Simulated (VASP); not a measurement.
# AlRu (P1) in VASP: single point with PBEsol

Aim: the single point of AlRu with PBEsol.

All numbers are computed with VASP 6.6.1; they aren't measurements. Logs are shortened: lines on timing, memory, paths and dates and some standing lists are left out, and cuts for length are marked.

### Step 1. The cell of the first run

The typed cell holds 4 atoms: a = 2.950 Å, b = 2.915 Å, c = 5.892 Å, α = 81.73°, β = 85.49°, γ = 80.68°.

### Step 2. Single point, PBEsol (atoms moved at random and the cell strained at random)

INCAR reads:

```
PREC     = Accurate       # precision mode
ENCUT    = 500            # plane-wave cutoff, eV
EDIFF    = 1E-6           # SCF threshold, eV
ISMEAR   = 0              # smearing method
SIGMA    = 0.15           # smearing width, eV
LREAL    = F              # projectors in reciprocal space
LASPH    = T              # aspherical terms in the spheres
NELM     = 120            # most SCF steps
ALGO     = Normal         # electronic algorithm
ISIF     = 2              # what is computed and relaxed
LWAVE    = F              # write WAVECAR
LCHARG   = F              # write CHGCAR
GGA      = PS             # functional
NBANDS   = 25             # bands
GGA_COMPAT= F
```

KPOINTS reads:

```
regular mesh
0
Gamma
  12 12 6
```

POSCAR reads:

```
AlRu
1.0
    2.9385911500      0.2347596313      0.1079849937
    0.2347596313      2.8983193297      0.2074284815
    0.2159699874      0.4148569629      5.8734964068
Al Ru
2 2
Direct
   -0.1494453371      0.0869676826      0.0506366329
    0.0567921070      0.0446501136      0.4728766385
    0.4206738006      0.4151519369      0.2483563584
    0.6719794295      0.4532302668      0.7281303702
```

Potentials or basis: VASP PAW PBE potentials, release 64 (Al, Ru_pv).

Launch:

```sh
$ cat potpaw_PBE.64/Al/POTCAR potpaw_PBE.64/Ru_pv/POTCAR > POTCAR
$ mpirun -np 1 vasp_std > vasp.out
```

OUTCAR:

```text
PREC = Accurate
   ENCUT = 500
   EDIFF = 1E-6
   ISMEAR = 0
   LREAL = F
   LASPH = T
   NELM = 120
   ISIF = 2
   GGA = PS

 ion  position               nearest neighbor table
   1  0.851  0.087  0.051-   3 1.89   4 2.10   3 2.50   3 2.57   2 2.59   3 2.59   4 2.96   4 3.19
                             2 3.28
   2  0.057  0.045  0.473-   3 1.95   4 2.19   3 2.40   3 2.47   4 2.48   1 2.59   4 2.68   4 2.94
                             1 3.28   3 3.29
   3  0.421  0.415  0.248-   1 1.89   2 1.95   2 2.40   2 2.47   1 2.50   1 2.57   1 2.59   4 3.00
                             4 3.09   2 3.29
   4  0.672  0.453  0.728-   1 2.10   2 2.19   2 2.48   2 2.68   2 2.94   1 2.96   3 3.00   3 3.09
                             1 3.19

  LATTYP: Found a triclinic cell.
 ALAT       =     2.9152004384
 B/A-ratio  =     2.1221381699
 C/A-ratio  =     1.0119134872
 COS(alpha) =     0.0014455905
 COS(beta)  =     0.1619451816
 COS(gamma) =     0.3341864461

  Lattice vectors:

 A1 = (  -0.2347596313,  -2.8983193297,  -0.2074284815)
 A2 = (  -0.0187896439,  -2.4834623668,   5.6660679253)
 A3 = (  -2.9385911500,  -0.2347596313,  -0.1079849937)

Analysis of symmetry for initial positions (statically):
=====================================================================
 Subroutine PRICEL returns:
 Original cell was already a primitive cell.

 Routine SETGRP: Setting up the symmetry group for a
 triclinic supercell.

 Subroutine GETGRP returns: Found  1 space group operations
 (whereof  1 operations were pure point group operations)
 out of a pool of  2 trial point group operations.

The static configuration has the point symmetry C_1 .

Analysis of symmetry for dynamics (positions and initial velocities):
=====================================================================
 Subroutine PRICEL returns:
 Original cell was already a primitive cell.

 Routine SETGRP: Setting up the symmetry group for a
 triclinic supercell.

 Subroutine GETGRP returns: Found  1 space group operations
 (whereof  1 operations were pure point group operations)
 out of a pool of  2 trial point group operations.

The dynamic configuration has the point symmetry C_1 .

 Subroutine INISYM returns: Found  1 space group operations
 (whereof  1 operations are pure point group operations),
 and found     1 'primitive' translations

----------------------------------------------------------------------------------------

                                     Primitive cell

  volume of cell :      49.4013

  direct lattice vectors                    reciprocal lattice vectors
     2.938591150  0.234759631  0.107984994     0.342849651 -0.027004589 -0.010699282
     0.234759631  2.898319330  0.207428482    -0.027004589  0.348907550 -0.023651082
     0.215969987  0.414856963  5.873496407    -0.005349641 -0.011825541  0.171288309

  length of vectors
     2.949930642  2.915200438  5.892088711     0.344077906  0.350749340  0.171779356

  position of ions in fractional coordinates (direct lattice)
     0.850554663  0.086967683  0.050636633
     0.056792107  0.044650114  0.472876638
     0.420673801  0.415151937  0.248356358
     0.671979429  0.453230267  0.728130370

  ion indices of the primitive-cell ions
   primitive index   ion index
                 1           1
                 2           2
                 3           3
                 4           4

----------------------------------------------------------------------------------------

 KPOINTS: regular mesh

Automatic generation of k-mesh.
 Grid dimensions read from file:
 generate k-points for:   12   12    6

 Generating k-lattice:

  Cartesian coordinates                     Fractional coordinates (reciprocal lattice)
     0.028570804 -0.002250382 -0.000891607     0.083333333  0.000000000  0.000000000
    -0.002250382  0.029075629 -0.001970924     0.000000000  0.083333333 -0.000000000
    -0.000891607 -0.001970924  0.028548052     0.000000000  0.000000000  0.166666667

  Length of vectors
     0.028673159  0.029229112  0.028629893

  Shift w.r.t. Gamma in fractional coordinates (k-lattice)
     0.000000000  0.000000000  0.000000000

 Subroutine IBZKPT returns following result:
 ===========================================

 Found    436 irreducible k-points:

 Following reciprocal coordinates:
            Coordinates               Weight
  0.000000  0.000000  0.000000      1.000000
  0.083333  0.000000  0.000000      2.000000
  0.166667  0.000000  0.000000      2.000000
  0.250000  0.000000  0.000000      2.000000
  0.333333 -0.000000  0.000000      2.000000
  0.416667  0.000000 -0.000000      2.000000
[... 16 lines left out ...]
  0.250000  0.166667  0.000000      2.000000
  0.333333  0.166667 -0.000000      2.000000
 [... further k-points ...]
   k-points           NKPTS =    436   k-points in BZ     NKDIM =    436   number of bands    NBANDS=     25
   number of dos      NEDOS =    301   number of ions     NIONS =      4
   total plane-waves  NPLWV =  27648
   dimension x,y,z NGX =    24 NGY =   24 NGZ =   48
   dimension x,y,z NGXF=    48 NGYF=   48 NGZF=   96
   ions per type =               2   2
   NGX,Y,Z   is equivalent  to a cutoff of  13.53, 13.69, 13.54 a.u.
   NGXF,Y,Z  is equivalent  to a cutoff of  27.05, 27.37, 27.09 a.u.
 SYSTEM =  unknown system
   PREC   = accura    normal or accurate (medium, high low for compatibility)
   ISTART =      0    job   : 0-new  1-cont  2-samecut
   ICHARG =      2    charge: 1-file 2-atom 10-const
   ISPIN  =      1    spin polarized calculation?
   LNONCOLLINEAR =      F non collinear calculations
   LSORBIT =      F    spin-orbit coupling
   LASPH  =      T    aspherical Exc in radial PAW
   ENCUT  =  500.0 eV  36.75 Ry    6.06 a.u.   5.38  5.32 10.74*2*pi/ulx,y,z
   NELM   =    120;   NELMIN=  2; NELMDL= -5     # of ELM steps
   EDIFF  = 0.1E-05   stopping-criterion for ELM
   LREAL  =      F    real-space projection
   EDIFFG = 0.1E-04   stopping-criterion for IOM
   NSW    =      0    number of steps for IOM
   IBRION =     -1    ionic relax: 0-MD 1-quasi-New 2-CG
   NFREE  =      0    steps in history (QN), initial steepest desc. (CG)
   ISIF   =      2    stress and relaxation
   ISYM   =      2    0-nonsym 1-usesym 2-fastsym
   POTIM  = 0.5000    time-step for ionic-motion
   TEBEG  =    0.0;   TEEND  =   0.0 temperature during run
   PSTRESS=    0.0 pullay stress
   NELECT =      34.0000    total number of electrons
   NUPDOWN=      -1.0000    fix difference up-down
   EMIN   =  10.00;   EMAX   =-10.00  energy-range for DOS
   EFERMI =   0.00;   METHOD = LEGACY
   ISMEAR =     0;   SIGMA  =   0.15  broadening in eV -4-tet -1-fermi 0-gaus
   EFERMI_NEDOS =   21; number of points for ismear=-14 and -15
   IALGO  =     38    algorithm
   IMIX   =      4    mixing-type and parameters
     AMIX     =   0.40;   BMIX     =  1.00
     AMIX_MAG =   1.60;   BMIX_MAG =  1.00
  volume/ion in A,a.u.               =      12.35        83.34
  Fermi-wavevector in a.u.,A,eV,Ry     =   1.445401  2.731412 28.425078  2.089184
  Thomas-Fermi vector in A             =   2.563587
   LORBIT       =      0    0 simple, 1 ext, 2 COOP (PROOUT), +10 PAW based schemes
   GGA     = PS    functional components
   LHFCALC =     F    Hartree Fock is set to
   AEXX    =    0.0000 exact exchange contribution
   IVDW    =     0    specifies the selected vdW correction
   LEPSILON=     F    determine dielectric tensor
   LRPA    =     F    only Hartree local field effects (RPA)
 non-spin polarized calculation
 Gauss-broadening in eV      SIGMA  =   0.15
  energy-cutoff  :      500.00
  volume of cell :       49.40
 maximum number of plane-waves:      1274
 NGX is ok and might be reduce to    24
   NGX = 11   NGY = 11   NGZ = 21

 number of electron      34.0000001 magnetization

 Free energy of the ion-electron system (eV)
  ---------------------------------------------------
  ext. energy  EPLUGINS =         0.00000000
  ---------------------------------------------------
  free energy    TOTEN  =       -23.82433577 eV

  energy without entropy =      -23.79676163  energy(sigma->0) =      -23.81054870

 E-fermi :  11.6801     XC(G=0): -12.9568

 val. band max:       11.6783863972   @ k =   0.2500  -0.3333   0.3333
 cond. band min:      11.6808583703   @ k =  -0.4167   0.1667   0.1667
 fundamental gap:      0.0024719730
 Fermi energy:        11.6801116069

 k-point     1 :       0.0000    0.0000    0.0000
  band No.  band energies     occupation
      1     -30.6738      2.00000
      2     -30.2198      2.00000
      3     -30.1203      2.00000
      4     -30.0012      2.00000
      5     -29.9327      2.00000
      6     -29.7806      2.00000
[... 17 lines left out ...]
     24      21.7367      0.00000
     25      22.9767      0.00000

 k-point     2 :       0.0833    0.0000    0.0000
  band No.  band energies     occupation
      1     -30.6790      2.00000
      2     -30.2192      2.00000
      3     -30.1251      2.00000
      4     -30.0058      2.00000
      5     -29.9361      2.00000
      6     -29.7919      2.00000
[... 17 lines left out ...]
     24      21.9594      0.00000
     25      22.1901      0.00000

 k-point     3 :       0.1667    0.0000    0.0000
  band No.  band energies     occupation
      1     -30.6951      2.00000
      2     -30.2181      2.00000
      3     -30.1390      2.00000
      4     -30.0152      2.00000
      5     -29.9497      2.00000
      6     -29.8183      2.00000
[... 17 lines left out ...]
     24      21.1702      0.00000
     25      21.6385      0.00000

 k-point     4 :       0.2500    0.0000    0.0000
  band No.  band energies     occupation
      1     -30.7213      2.00000
      2     -30.2183      2.00000
      3     -30.1569      2.00000
      4     -30.0235      2.00000
      5     -29.9791      2.00000
      6     -29.8418      2.00000
[... 17 lines left out ...]
     24      21.3179      0.00000
     25      21.9185      0.00000
[... 477 lines left out ...]
 k-point    22 :       0.1667    0.1667    0.0000
  band No.  band energies     occupation
      1     -30.6868      2.00000
      2     -30.2740      2.00000
      3     -30.1448      2.00000
      4     -30.0138      2.00000
      5     -29.9780      2.00000
      6     -29.8448      2.00000
[... 17 lines left out ...]
     24      21.2703      0.00000
     25      22.7922      0.00000

 k-point    23 :       0.2500    0.1667    0.0000
  band No.  band energies     occupation
      1     -30.7118      2.00000
      2     -30.2675      2.00000
      3     -30.1691      2.00000
      4     -30.0212      2.00000
      5     -29.9878      2.00000
      6     -29.8857      2.00000
[... 17 lines left out ...]
     24      21.2932      0.00000
     25      21.7675      0.00000

 k-point    24 :       0.3333    0.1667   -0.0000
  band No.  band energies     occupation
      1     -30.7423      2.00000
      2     -30.2620      2.00000
      3     -30.1913      2.00000
      4     -30.0343      2.00000
      5     -30.0056      2.00000
      6     -29.9101      2.00000
[... 17 lines left out ...]
     24      21.3471      0.00000
     25      22.0943      0.00000

 [... further k-points ...]
[... 5 lines left out ...]
  --------------------------------------------------------------------------------------
  -------------------------------------------------------------------------------------
  Total       17.2114316     17.6461345     27.8278184     -5.7283541     -1.8850447    -13.5885235
  in kB      558.1992993    572.2975399    902.5088155   -185.7813661    -61.1355672   -440.7015328
  external PRESSURE =     677.6685516 kB  Pullay stress =       0.0000000 kB

 VOLUME and BASIS-vectors are now :
 -----------------------------------------------------------------------------
  energy-cutoff  :      500.00
  volume of cell :       49.40
      direct lattice vectors                 reciprocal lattice vectors
     2.938591150  0.234759631  0.107984994     0.342849651 -0.027004589 -0.010699282
     0.234759631  2.898319330  0.207428482    -0.027004589  0.348907550 -0.023651082
     0.215969987  0.414856963  5.873496407    -0.005349641 -0.011825541  0.171288309

 POSITION                                       TOTAL-FORCE (eV/Angst)
 -----------------------------------------------------------------------------------
      2.53078      0.47274      0.40730         8.253083     -8.194449     -5.013075
      0.27950      0.33892      2.79283        -2.725943     -6.540126      5.267089
      1.38729      1.40503      1.59026        -1.703544     10.960556      0.999978
      2.23833      1.77343      4.44325        -3.823596      3.774019     -1.253992
 -----------------------------------------------------------------------------------
    total drift:                                0.000240     -0.000013      0.000623

  FREE ENERGIE OF THE ION-ELECTRON SYSTEM (eV)
  ---------------------------------------------------
  free  energy   TOTEN  =       -23.8243357685 eV

  energy  without entropy=      -23.7967616299  energy(sigma->0) =      -23.81054870
```

It took 9.2 min on 1 thread of Intel Xeon 8259CL, shared host; peak memory 0.51 GiB.

What came out:

- Free energy: -23.8243 eV
- Pressure: 67.8 GPa
- Largest force: 12.665 eV/Å
- Band gap on the k mesh: zero (bands 17 and 18 overlap by 2.23 eV)

Forces on the atoms (eV/Å):
```
Al   8.253 -8.194 -5.013
Al  -2.726 -6.540  5.267
Ru  -1.704 10.961  1.000
Ru  -3.824  3.774 -1.254
```

Caveat: the cell differs from its parent crystal (atoms moved at random and the cell strained at random); the cell stands under pressure; the PAW data sets were made with another functional, which shifts forces and pressure a little.
